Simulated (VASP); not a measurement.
## Lu: single point with LDA

The system is Lu.

```
Lu
1.0
     3.38239    0.00000    0.00000
    -1.69120    2.92924    0.00000
     0.00000    0.00000    5.25241
Lu
2
Cartesian
  0.0000 1.9528 1.3131
  1.6912 0.9764 3.9393
```

| Item | Value |
| --- | --- |
| Program | VASP 6.6.1 |
| Task | single point |
| Functional | LDA |
| Potentials or basis | VASP PAW PBE potentials, release 64 (Lu) |
| Cutoff | 520 eV |
| k mesh | 9 × 9 × 5 |
| Occupations | fermi-dirac, width 0.1 eV |
| Spin | no spin polarisation |

```yaml
Pressure: 0.3 GPa
Band_gap_on_the_k_mesh: zero (bands 25 and 26 overlap by 1.83 eV)
```

Stress tensor (GPa, compression positive):
```
0.15 0.00 0.00
0.00 0.15 0.00
0.00 0.00 0.46
```

Levels at points of the mesh, in eV from the Fermi level:
```csv
k point,band 22,band 23,band 24,band 25,band 26,band 27,band 28,band 29
"(0.00, 0.00, 0.00)",-4.71,-4.71,-2.59,1.25,2.17,2.17,2.71,3.02
```

It took 67 s on 1 thread of Intel(R) Xeon(R) Platinum 8488C (Sapphire Rapids) (shared host), peak memory 0.18 GiB.

Caveat: the PAW data sets were made with another functional, which shifts forces and pressure a little; spin-orbit coupling is left out, which moves the levels of the heavy elements.
